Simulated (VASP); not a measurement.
Crystal: Se.

```xyz
2
Lattice="0.0000 3.0878 3.0878 3.0878 0.0000 3.0878 3.0878 3.0878 0.0000" Properties=species:S:1:pos:R:3 pbc="T T T"
Se    0.7720    0.7720    0.7720
Se    5.4037    5.4037    5.4037
```

| Quantity | Value |
| --- | --- |
| Program | VASP 6.6.1 |
| Task | relaxation of cell and atoms |
| Functional | BLYP |
| Potentials or basis | VASP PAW PBE potentials, release 64 (Se) |
| Cutoff | 600 eV |
| k mesh | 9 × 9 × 9 |
| Occupations | fermi-dirac, width 0.1 eV |
| Spin | no spin polarisation |

At the start: pressure 6.9 GPa; volume 29.44 Å³/atom.

**Question.** How do energy, volume and symmetry change on relaxing?

**Answer.** Over 3 steps the energy falls by 92.7 meV/atom and the volume is 34.28 Å³/atom (+16.4 %); space group Fd-3m (No. 227, to 0.05 Å).

The path:
| step | energy change (eV) | largest force (eV/Å) | pressure (GPa) | volume (Å³) |
| --- | --- | --- | --- | --- |
| 1 | 0.0000 | 0.0000 | 6.95 | 58.88 |
| 2 | -0.1807 | 0.0000 | -0.81 | 70.44 |
| 3 | -0.1854 | 0.0000 | 0.04 | 68.57 |

Final structure:
```yaml
crystal:
  lattice:
    - [0.00000, 3.24859, 3.24859]
    - [3.24859, 0.00000, 3.24859]
    - [3.24859, 3.24859, 0.00000]
  atoms:
    - { symbol: Se, position: [0.12500, 0.12500, 0.12500] }
    - { symbol: Se, position: [0.87500, 0.87500, 0.87500] }
```

Caveat: the volume moved by over 15 % at a fixed basis, so the end points are rough; the PAW data sets were made with another functional, which shifts forces and pressure a little.
